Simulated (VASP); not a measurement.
A run of VASP 6.6.1 is set up as follows.

File INCAR:

```
PREC = Accurate
ENCUT = 520
EDIFF = 1E-6
ISMEAR = -1
SIGMA = 0.05
LREAL = False
LASPH = True
NELM = 80
ALGO = Normal
ISIF = 2
LWAVE = False
LCHARG = True
GGA = CA
LELF = True
LVHAR = True
NBANDS = 54
```

Contents of KPOINTS:

```
Automatic mesh
0
Gamma
  4 4 4
```

Contents of POSCAR:

```
Cs2AgBiBr6
1.0
    0.0000000000      5.6161000000      5.6161000000
    5.6161000000      0.0000000000      5.6161000000
    5.6161000000      5.6161000000      0.0000000000
Bi Cs Ag Br
1 2 1 6
Direct
    0.0000000000      0.0000000000      0.0000000000
    0.7500000000      0.7500000000      0.7500000000
    0.2500000000      0.2500000000      0.2500000000
    0.5000000000      0.5000000000      0.5000000000
    0.7494500000      0.7494500000      0.2505500000
    0.2505500000      0.2505500000      0.7494500000
    0.7494500000      0.2505500000      0.2505500000
    0.7494500000      0.2505500000      0.7494500000
    0.2505500000      0.7494500000      0.7494500000
    0.2505500000      0.7494500000      0.2505500000
```

Potentials or basis: VASP PAW LDA potentials, release 64 (Bi_d, Cs_sv, Ag, Br).

Run with:

```bash
$ cat potpaw_LDA.64/Bi_d/POTCAR potpaw_LDA.64/Cs_sv/POTCAR potpaw_LDA.64/Ag/POTCAR potpaw_LDA.64/Br/POTCAR > POTCAR
$ mpirun -np 1 vasp_std > vasp.out
```

(1) What does it give for the band gap on the k mesh?

(2) What does it give for the largest force?

## Answers

(1) 1.11 eV (least direct gap 2.34 eV).

(2) 0.340 eV/Å.

Caveat: spin-orbit coupling is left out, which moves the levels of the heavy elements.
